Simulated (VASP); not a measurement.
Input of a VASP 6.6.1 run:

The input INCAR:

```
SYSTEM = In2O3
ALGO = Normal
EDIFF = 1E-7
ENCUT = 520
GGA = PE
ISIF = 2
ISMEAR = -1
LASPH = .True.
LCHARG = .False.
LREAL = .False.
LWAVE = .False.
NBANDS = 55
NELM = 80
PREC = Accurate
SIGMA = 0.02
```

The input KPOINTS:

```
k-points
0
Gamma
  6 6 6
  0 0 0
```

POSCAR

```
In2O3
1.0
    2.7538210395      1.5899193184      4.8057967683
   -2.7538210395      1.5899193184      4.8057967683
    0.0000000000     -3.1798386370      4.8057967682
In O
4 6
Direct
    0.8576413485      0.8576413485      0.8576413485
    0.3576413485      0.3576413485      0.3576413485
    0.1423586515      0.1423586515      0.1423586515
    0.6423586515      0.6423586515      0.6423586515
    0.4536464796      0.0463535204      0.7500000000
    0.0463535204      0.7500000000      0.4536464796
    0.5463535204      0.9536464796      0.2500000000
    0.2500000000      0.5463535204      0.9536464796
    0.9536464796      0.2500000000      0.5463535204
    0.7500000000      0.4536464796      0.0463535204
```

Potentials or basis: VASP PAW PBE potentials, release 64 (In_d, O).

The run is started by

```bash
$ cat potpaw_PBE.64/In_d/POTCAR potpaw_PBE.64/O/POTCAR > POTCAR
$ mpirun -np 1 vasp_std > vasp.out
```

Task: What does it give for the band gap on the k mesh?

Result: 1.26 eV (least direct gap 1.32 eV).

Task: What does it give for the largest force?

Result: 0.101 eV/Å.

Stress tensor (GPa, compression positive):
```
8.43 0.00 0.00
0.00 8.43 0.00
0.00 0.00 8.57
```

Caveat: the cell differs from its parent crystal (uniaxial z strain -1.0%); the cell stands under pressure; spin-orbit coupling is left out, which moves the levels of the heavy elements. A k mesh can miss the band edges.
